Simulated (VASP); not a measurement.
# Cs (Im-3m) in VASP: a series of runs

Cs is run at these levels: PBEsol, PBE; tasks: single point.

Program: VASP 6.6.1. These are calculated values, not measurements. Logs are shortened: lines on timing, memory, paths and dates and some standing lists are left out, and cuts for length are marked.

### Step 1. The cell of the first run

Symmetry: Im-3m, No. 229, cubic system. Conventional cell: a = 6.380 Å, b = 6.380 Å, c = 6.380 Å, α = 90.00°, β = 90.00°, γ = 90.00°.

### Step 2. Single point, PBEsol (volume scaled by 1.06)

INCAR

```
  PREC = Accurate
  ENCUT = 520
  EDIFF = 1E-6
  ISMEAR = -1
  SIGMA = 0.05
  LREAL = F
  LASPH = T
  NELM = 100
  ALGO = Fast
  ISIF = 2
  LWAVE = F
  LCHARG = F
  GGA = PS
  NBANDS = 10
```

KPOINTS

```
Automatic mesh
0
Gamma
  6 6 6
```

POSCAR

```
Cs
1.0
   -3.1898230911      3.1898230911      3.1898230911
    3.1898230911     -3.1898230911      3.1898230911
    3.1898230911      3.1898230911     -3.1898230911
Cs
1
Direct
    0.0000000000      0.0000000000      0.0000000000
```

Potentials or basis: VASP PAW PBE potentials, release 64 (Cs_sv).

Command:

```console
$ cat potpaw_PBE.64/Cs_sv/POTCAR > POTCAR
$ mpirun -np 1 vasp_std > vasp.out
```

OUTCAR:

```text
PREC = Accurate
   ENCUT = 520
   EDIFF = 1E-6
   ISMEAR = -1
   LREAL = F
   LASPH = T
   NELM = 100
   ISIF = 2
   GGA = PS

 ion  position               nearest neighbor table
   1  0.000  0.000  0.000-

  LATTYP: Found a body centered cubic cell.
 ALAT       =     6.3796461822

  Lattice vectors:

 A1 = (  -3.1898230911,   3.1898230911,   3.1898230911)
 A2 = (   3.1898230911,  -3.1898230911,   3.1898230911)
 A3 = (   3.1898230911,   3.1898230911,  -3.1898230911)

Analysis of symmetry for initial positions (statically):
=====================================================================
 Subroutine PRICEL returns:
 Original cell was already a primitive cell.

 Routine SETGRP: Setting up the symmetry group for a
 body centered cubic supercell.

 Subroutine GETGRP returns: Found 48 space group operations
 (whereof 48 operations were pure point group operations)
 out of a pool of 48 trial point group operations.

The static configuration has the point symmetry O_h .

Analysis of symmetry for dynamics (positions and initial velocities):
=====================================================================
 Subroutine PRICEL returns:
 Original cell was already a primitive cell.

 Routine SETGRP: Setting up the symmetry group for a
 body centered cubic supercell.

 Subroutine GETGRP returns: Found 48 space group operations
 (whereof 48 operations were pure point group operations)
 out of a pool of 48 trial point group operations.

The dynamic configuration has the point symmetry O_h .

 Subroutine INISYM returns: Found 48 space group operations
 (whereof 48 operations are pure point group operations),
 and found     1 'primitive' translations

----------------------------------------------------------------------------------------

                                     Primitive cell

  volume of cell :     129.8254

  direct lattice vectors                    reciprocal lattice vectors
    -3.189823091  3.189823091  3.189823091     0.000000000  0.156748505  0.156748505
     3.189823091 -3.189823091  3.189823091     0.156748505  0.000000000  0.156748505
     3.189823091  3.189823091 -3.189823091     0.156748505  0.156748505  0.000000000

  length of vectors
     5.524935661  5.524935661  5.524935661     0.221675861  0.221675861  0.221675861

  position of ions in fractional coordinates (direct lattice)
     0.000000000  0.000000000  0.000000000

  ion indices of the primitive-cell ions
   primitive index   ion index
                 1           1

----------------------------------------------------------------------------------------

 KPOINTS: Automatic mesh

Automatic generation of k-mesh.
 Grid dimensions read from file:
 generate k-points for:    6    6    6

 Generating k-lattice:

  Cartesian coordinates                     Fractional coordinates (reciprocal lattice)
     0.000000000  0.026124751  0.026124751     0.166666667  0.000000000  0.000000000
     0.026124751  0.000000000  0.026124751     0.000000000  0.166666667  0.000000000
     0.026124751  0.026124751  0.000000000     0.000000000  0.000000000  0.166666667

  Length of vectors
     0.036945977  0.036945977  0.036945977

  Shift w.r.t. Gamma in fractional coordinates (k-lattice)
     0.000000000  0.000000000  0.000000000

 Subroutine IBZKPT returns following result:
 ===========================================

 Found     16 irreducible k-points:

 Following reciprocal coordinates:
            Coordinates               Weight
  0.000000  0.000000  0.000000      1.000000
  0.166667  0.000000  0.000000     12.000000
  0.333333  0.000000  0.000000     12.000000
  0.500000  0.000000  0.000000      6.000000
  0.166667  0.166667  0.000000     24.000000
  0.333333  0.166667  0.000000     48.000000
[... 8 lines left out ...]
  0.500000  0.500000  0.333333     12.000000
  0.500000  0.500000  0.500000      1.000000
   k-points           NKPTS =     16   k-points in BZ     NKDIM =     16   number of bands    NBANDS=     10
   number of dos      NEDOS =    301   number of ions     NIONS =      1
   total plane-waves  NPLWV =  74088
   dimension x,y,z NGX =    42 NGY =   42 NGZ =   42
   dimension x,y,z NGXF=    84 NGYF=   84 NGZF=   84
   ions per type =               1
   NGX,Y,Z   is equivalent  to a cutoff of  12.64, 12.64, 12.64 a.u.
   NGXF,Y,Z  is equivalent  to a cutoff of  25.28, 25.28, 25.28 a.u.
 SYSTEM =  unknown system
   PREC   = accura    normal or accurate (medium, high low for compatibility)
   ISTART =      0    job   : 0-new  1-cont  2-samecut
   ICHARG =      2    charge: 1-file 2-atom 10-const
   ISPIN  =      1    spin polarized calculation?
   LNONCOLLINEAR =      F non collinear calculations
   LSORBIT =      F    spin-orbit coupling
   LASPH  =      T    aspherical Exc in radial PAW
   ENCUT  =  520.0 eV  38.22 Ry    6.18 a.u.  10.27 10.27 10.27*2*pi/ulx,y,z
   NELM   =    100;   NELMIN=  2; NELMDL= -5     # of ELM steps
   EDIFF  = 0.1E-05   stopping-criterion for ELM
   LREAL  =      F    real-space projection
   EDIFFG = 0.1E-04   stopping-criterion for IOM
   NSW    =      0    number of steps for IOM
   IBRION =     -1    ionic relax: 0-MD 1-quasi-New 2-CG
   NFREE  =      0    steps in history (QN), initial steepest desc. (CG)
   ISIF   =      2    stress and relaxation
   ISYM   =      2    0-nonsym 1-usesym 2-fastsym
   POTIM  = 0.5000    time-step for ionic-motion
   TEBEG  =    0.0;   TEEND  =   0.0 temperature during run
   PSTRESS=    0.0 pullay stress
   NELECT =       9.0000    total number of electrons
   NUPDOWN=      -1.0000    fix difference up-down
   EMIN   =  10.00;   EMAX   =-10.00  energy-range for DOS
   EFERMI =   0.00;   METHOD = LEGACY
   ISMEAR =    -1;   SIGMA  =   0.05  broadening in eV -4-tet -1-fermi 0-gaus
   EFERMI_NEDOS =   21; number of points for ismear=-14 and -15
   IALGO  =     68    algorithm
   IMIX   =      4    mixing-type and parameters
     AMIX     =   0.40;   BMIX     =  1.00
     AMIX_MAG =   1.60;   BMIX_MAG =  1.00
  volume/ion in A,a.u.               =     129.83       876.11
  Fermi-wavevector in a.u.,A,eV,Ry     =   0.672516  1.270870  6.153607  0.452277
  Thomas-Fermi vector in A             =   1.748659
   LORBIT       =      0    0 simple, 1 ext, 2 COOP (PROOUT), +10 PAW based schemes
   GGA     = PS    functional components
   LHFCALC =     F    Hartree Fock is set to
   AEXX    =    0.0000 exact exchange contribution
   IVDW    =     0    specifies the selected vdW correction
   LEPSILON=     F    determine dielectric tensor
   LRPA    =     F    only Hartree local field effects (RPA)
 non-spin polarized calculation
 RMM-DIIS sequential band-by-band and
  energy-cutoff  :      520.00
  volume of cell :      129.83
 maximum number of plane-waves:      3523
 NGX is ok and might be reduce to    42
   NGX = 21   NGY = 21   NGZ = 21

 number of electron       8.9999999 magnetization

 Free energy of the ion-electron system (eV)
  ---------------------------------------------------
  ext. energy  EPLUGINS =         0.00000000
  ---------------------------------------------------
  free energy    TOTEN  =        -0.91903896 eV

  energy without entropy =       -0.90128975  energy(sigma->0) =       -0.91016435

 E-fermi :   0.1052     XC(G=0):  -5.1713

 val. band max:       -0.0269507183   @ k =   0.1667   0.1667   0.1667
 cond. band min:       0.1206816815   @ k =   0.3333   0.1667   0.0000
 fundamental gap:      0.1476323998
 Fermi energy:         0.1051825338

 k-point     1 :       0.0000    0.0000    0.0000
  band No.  band energies     occupation
      1     -23.8268      2.00000
      2     -10.5606      2.00000
      3     -10.5606      2.00000
      4     -10.5606      2.00000
      5      -1.4584      2.00000
      6       2.5244      0.00000
      7       2.5244      0.00000
      8       2.5244      0.00000
      9       3.3128      0.00000
     10       3.3128      0.00000

 k-point     2 :       0.1667    0.0000    0.0000
  band No.  band energies     occupation
      1     -23.8259      2.00000
      2     -10.5836      2.00000
      3     -10.5683      2.00000
      4     -10.5605      2.00000
      5      -1.1904      2.00000
      6       2.1946      0.00000
      7       2.2682      0.00000
      8       2.7908      0.00000
      9       3.1074      0.00000
     10       3.2845      0.00000

 k-point     3 :       0.3333    0.0000    0.0000
  band No.  band energies     occupation
      1     -23.8240      2.00000
      2     -10.6286      2.00000
      3     -10.5836      2.00000
      4     -10.5604      2.00000
      5      -0.4805      1.99998
      6       1.4191      0.00000
      7       1.9002      0.00000
      8       3.2207      0.00000
      9       3.4068      0.00000
     10       3.5583      0.00000

 k-point     4 :       0.5000    0.0000    0.0000
  band No.  band energies     occupation
      1     -23.8231      2.00000
      2     -10.6506      2.00000
      3     -10.5913      2.00000
      4     -10.5604      2.00000
      5       0.1774      0.38195
      6       0.8629      0.00000
      7       1.7548      0.00000
      8       3.1029      0.00000
      9       3.7103      0.00000
     10       4.2019      0.00000
[... 118 lines left out ...]
 k-point    14 :      -0.3333    0.3333    0.3333
  band No.  band energies     occupation
      1     -23.8217      2.00000
      2     -10.6201      2.00000
      3     -10.6090      2.00000
      4     -10.6090      2.00000
      5       0.3227      0.02548
      6       1.2206      0.00000
      7       2.3793      0.00000
      8       2.3793      0.00000
      9       2.6064      0.00000
     10       3.6509      0.00000

 k-point    15 :       0.5000    0.5000    0.3333
  band No.  band energies     occupation
      1     -23.8209      2.00000
      2     -10.6322      2.00000
      3     -10.6174      2.00000
      4     -10.6099      2.00000
      5       0.8427      0.00000
      6       0.8880      0.00000
      7       2.0469      0.00000
      8       2.4636      0.00000
      9       3.0494      0.00000
     10       4.2572      0.00000

 k-point    16 :       0.5000    0.5000    0.5000
  band No.  band energies     occupation
      1     -23.8202      2.00000
      2     -10.6260      2.00000
      3     -10.6260      2.00000
      4     -10.6260      2.00000
      5       0.8519      0.00000
      6       0.8519      0.00000
      7       2.8125      0.00000
      8       2.8125      0.00000
      9       2.8125      0.00000
     10       3.9787      0.00000

------------------------ aborting loop because EDIFF is reached ----------------------------------------

  FORCE on cell =-STRESS in cart. coord.  units (eV):
  Direction    XX          YY          ZZ          XY          YZ          ZX
  --------------------------------------------------------------------------------------
  -------------------------------------------------------------------------------------
  Total       -0.2215136     -0.2215136     -0.2215136     -0.0000000     -0.0000000      0.0000000
  in kB       -2.7337017     -2.7337017     -2.7337017     -0.0000000     -0.0000000      0.0000000
  external PRESSURE =      -2.7337017 kB  Pullay stress =       0.0000000 kB

 VOLUME and BASIS-vectors are now :
 -----------------------------------------------------------------------------
  energy-cutoff  :      520.00
  volume of cell :      129.83
      direct lattice vectors                 reciprocal lattice vectors
    -3.189823091  3.189823091  3.189823091     0.000000000  0.156748505  0.156748505
     3.189823091 -3.189823091  3.189823091     0.156748505  0.000000000  0.156748505
     3.189823091  3.189823091 -3.189823091     0.156748505  0.156748505  0.000000000

 POSITION                                       TOTAL-FORCE (eV/Angst)
 -----------------------------------------------------------------------------------
      0.00000      0.00000      0.00000        -0.000000     -0.000000      0.000000
 -----------------------------------------------------------------------------------
    total drift:                               -0.000000      0.000000     -0.000000

  FREE ENERGIE OF THE ION-ELECTRON SYSTEM (eV)
  ---------------------------------------------------
  free  energy   TOTEN  =        -0.9190389628 eV

  energy  without entropy=       -0.9012897466  energy(sigma->0) =       -0.91016435
```

It took 19 s on 1 thread of Intel Xeon Platinum 8259CL at 2.50GHz (Skylake/Cascade Lake), shared host; peak memory 0.24 GiB.

What came out:

- Free energy: -0.9190 eV
- Pressure: -0.3 GPa

Levels at points of the mesh, in eV from the Fermi level:
| k point | band 1 | band 2 | band 3 | band 4 | band 5 | band 6 | band 7 | band 8 | band 9 |
| --- | --- | --- | --- | --- | --- | --- | --- | --- | --- |
| (0.00, 0.00, 0.00) | -23.93 | -10.67 | -10.67 | -10.67 | -1.56 | 2.42 | 2.42 | 2.42 | 3.21 |
| (0.50, 0.00, 0.00) | -23.93 | -10.76 | -10.70 | -10.67 | 0.07 | 0.76 | 1.65 | 3.00 | 3.61 |
| (0.50, 0.50, 0.50) | -23.93 | -10.73 | -10.73 | -10.73 | 0.75 | 0.75 | 2.71 | 2.71 | 2.71 |

Caveat: the cell differs from its parent crystal (volume scaled by 1.06); the PAW data sets were made with another functional, which shifts forces and pressure a little; spin-orbit coupling is left out, which moves the levels of the heavy elements.

### Step 3. Single point, PBE (volume scaled by 0.94)

INCAR

```
SYSTEM = Cs
  PREC = Accurate
  ENCUT = 520
  EDIFF = 1E-6
  ISMEAR = -1
  SIGMA = 0.05
  LREAL = .False.
  LASPH = .True.
  NELM = 100
  ALGO = Normal
  ISIF = 2
  LWAVE = .False.
  LCHARG = .True.
  GGA = PE
  LELF = .True.
  LVHAR = .True.
  NBANDS = 10
```

KPOINTS

```
regular mesh
0
Gamma
  6 6 6
  0 0 0
```

POSCAR

```
Cs
1.0
   -3.0646009157      3.0646009157      3.0646009157
    3.0646009157     -3.0646009157      3.0646009157
    3.0646009157      3.0646009157     -3.0646009157
Cs
1
Direct
    0.0000000000      0.0000000000      0.0000000000
```

Potentials or basis: VASP PAW PBE potentials, release 64 (Cs_sv).

Command:

```console
$ cat potpaw_PBE.64/Cs_sv/POTCAR > POTCAR
$ mpirun -np 1 vasp_std > vasp.out
```

Run time: 6.3 s. Hardware: 1 thread of Intel Xeon 6975P-C (Granite Rapids), shared host; peak memory 0.24 GiB.

Results (log left out):

- Free energy: -0.8470 eV
- Pressure: 0.0 GPa

Levels at points of the mesh, in eV from the Fermi level:
| k point | band 1 | band 2 | band 3 | band 4 | band 5 | band 6 | band 7 | band 8 | band 9 |
| --- | --- | --- | --- | --- | --- | --- | --- | --- | --- |
| (0.00, 0.00, 0.00) | -23.86 | -10.61 | -10.61 | -10.61 | -1.68 | 2.49 | 2.49 | 2.49 | 3.34 |
| (0.50, 0.00, 0.00) | -23.86 | -10.74 | -10.65 | -10.61 | 0.03 | 0.87 | 1.64 | 3.18 | 3.79 |
| (0.50, 0.50, 0.50) | -23.85 | -10.70 | -10.70 | -10.70 | 0.64 | 0.64 | 3.00 | 3.00 | 3.00 |

Caveat: the cell differs from its parent crystal (volume scaled by 0.94); spin-orbit coupling is left out, which moves the levels of the heavy elements.

### Step 4. Single point, PBE (volume scaled by 0.96)

INCAR

```
SYSTEM = Cs
PREC = Accurate
ENCUT = 520
EDIFF = 1E-7
ISMEAR = -1
SIGMA = 0.05
LREAL = .FALSE.
LASPH = .TRUE.
NELM = 100
ALGO = Normal
ISIF = 2
LWAVE = .FALSE.
LCHARG = .FALSE.
GGA = PE
NBANDS = 10
```

KPOINTS

```
regular mesh
0
G
  6 6 6
  0 0 0
```

POSCAR

```
Cs
1.0
   -3.0861833234      3.0861833234      3.0861833234
    3.0861833234     -3.0861833234      3.0861833234
    3.0861833234      3.0861833234     -3.0861833234
Cs
1
Direct
    0.0000000000      0.0000000000      0.0000000000
```

Command:

```console
$ cat potpaw_PBE.64/Cs_sv/POTCAR > POTCAR
$ mpirun -np 1 vasp_std > vasp.out
```

Run time: 6.2 s. Hardware: 1 thread of Intel Xeon 6975P-C (Granite Rapids), shared host; peak memory 0.23 GiB.

Results (log left out):

```
Free energy : -0.8473 eV
Pressure    : 0.0 GPa
```

Levels at points of the mesh, in eV from the Fermi level:
| k point | band 1 | band 2 | band 3 | band 4 | band 5 | band 6 | band 7 | band 8 | band 9 |
| --- | --- | --- | --- | --- | --- | --- | --- | --- | --- |
| (0.00, 0.00, 0.00) | -23.88 | -10.62 | -10.62 | -10.62 | -1.66 | 2.47 | 2.47 | 2.47 | 3.32 |
| (0.50, 0.00, 0.00) | -23.87 | -10.75 | -10.66 | -10.62 | 0.04 | 0.84 | 1.64 | 3.14 | 3.75 |
| (0.50, 0.50, 0.50) | -23.87 | -10.71 | -10.71 | -10.71 | 0.66 | 0.66 | 2.95 | 2.95 | 2.95 |

Caveat: the cell differs from its parent crystal (volume scaled by 0.96); spin-orbit coupling is left out, which moves the levels of the heavy elements.

### Step 5. Single point, PBE

This run uses another cell than the first one, of 122.48 Å³/atom, 0.943 times its volume.

INCAR

```
SYSTEM = Cs
PREC     = Accurate       ! precision mode
ENCUT    = 520            ! plane-wave cutoff, eV
EDIFF    = 1E-7           ! SCF threshold, eV
ISMEAR   = -1             ! smearing method
SIGMA    = 0.05           ! smearing width, eV
LREAL    = .FALSE.        ! projectors in reciprocal space
LASPH    = .TRUE.         ! aspherical terms in the spheres
NELM     = 100            ! most SCF steps
ALGO     = Fast           ! electronic algorithm
ISIF     = 2              ! what is computed and relaxed
LWAVE    = .FALSE.        ! write WAVECAR
LCHARG   = .TRUE.         ! write CHGCAR
GGA      = PE             ! functional
LELF     = .TRUE.         ! ELF
LVHAR    = .TRUE.       
NBANDS   = 10             ! bands
```

KPOINTS

```
Automatic mesh
0
G
  6 6 6
  0 0 0
```

POSCAR

```
Cs
1.0
   -3.1284650614      3.1284650614      3.1284650614
    3.1284650614     -3.1284650614      3.1284650614
    3.1284650614      3.1284650614     -3.1284650614
Cs
1
Direct
    0.0000000000      0.0000000000      0.0000000000
```

Command:

```console
$ cat potpaw_PBE.64/Cs_sv/POTCAR > POTCAR
$ mpirun -np 1 vasp_std > vasp.out
```

Wall time 8.8 s (1 thread of Intel Xeon 6975P-C (Granite Rapids), shared host); peak memory 0.22 GiB.

The run converged. Its results:

| Property | Result |
| --- | --- |
| Free energy | -0.8461 eV |
| Pressure | -0.1 GPa |

Levels at points of the mesh, in eV from the Fermi level:
```tsv
k point	band 1	band 2	band 3	band 4	band 5	band 6	band 7	band 8	band 9
(0.00, 0.00, 0.00)	-23.90	-10.65	-10.65	-10.65	-1.62	2.45	2.45	2.45	3.26
(0.50, 0.00, 0.00)	-23.90	-10.76	-10.69	-10.65	0.05	0.80	1.64	3.08	3.68
(0.50, 0.50, 0.50)	-23.89	-10.73	-10.73	-10.73	0.69	0.69	2.85	2.85	2.85
```

Caveat: spin-orbit coupling is left out, which moves the levels of the heavy elements.

### Step 6. Overview

| level | cell | gap on the mesh (eV) | pressure (GPa) |
| --- | --- | --- | --- |
| PBEsol | a = 5.525 Å, angles 109.5°, 1 atom | none | -0.3 |
| PBE | a = 5.308 Å, angles 109.5°, 1 atom | none | 0.0 |
| PBE | a = 5.345 Å, angles 109.5°, 1 atom | none | 0.0 |
| PBE | a = 5.419 Å, angles 109.5°, 1 atom | none | -0.1 |

Alike in all rows: task single point; potentials or basis VASP PAW PBE potentials, release 64 (Cs_sv); no spin polarisation; k mesh 6 × 6 × 6; cutoff (eV) 520; smearing fermi-dirac 0.05 eV.

Caveats: spin-orbit coupling is left out, which moves the levels of the heavy elements; the PAW data sets were made with another functional, which shifts forces and pressure a little (some runs).

Absolute energies hang on the potentials; compare differences alone.
